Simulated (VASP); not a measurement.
Rh:

```
CELL_PARAMETERS angstrom
0.00000 1.90000 1.90000
1.90000 0.00000 1.90000
1.90000 1.90000 0.00000
ATOMIC_POSITIONS crystal
Rh 0.00000 0.00000 0.00000
```

- Program: VASP 6.6.1
- Task: relaxation of cell and atoms
- Functional: PBEsol
- Potentials or basis: VASP PAW PBE potentials, release 64 (Rh_pv)
- Cutoff: 500 eV
- k mesh: 20 × 20 × 20
- Occupations: gaussian, width 0.05 eV
- Spin: no spin polarisation

At the start: pressure -4.6 GPa; volume 13.72 Å³/atom.

Problem. How do energy, volume and symmetry change on relaxing?

Solution. Over 3 steps the energy falls by 3.2 meV/atom and the volume is 13.50 Å³/atom (-1.6 %); space group Fm-3m (No. 225, to 0.1 Å) before and after.

Step by step:
```csv
step,energy change (eV),largest force (eV/Å),pressure (GPa),volume (Å³)
1,0.0000,0.0000,-4.56,13.72
2,0.0186,0.0000,13.44,12.96
3,-0.0032,0.0000,-0.07,13.50
```

Final structure:
```yaml
crystal:
  lattice:
    - [0.00000, 1.88999, 1.88999]
    - [1.88999, 0.00000, 1.88999]
    - [1.88999, 1.88999, 0.00000]
  atoms:
    - { symbol: Rh, position: [0.00000, 0.00000, 0.00000] }
```

Caveat: the PAW data sets were made with another functional, which shifts forces and pressure a little.
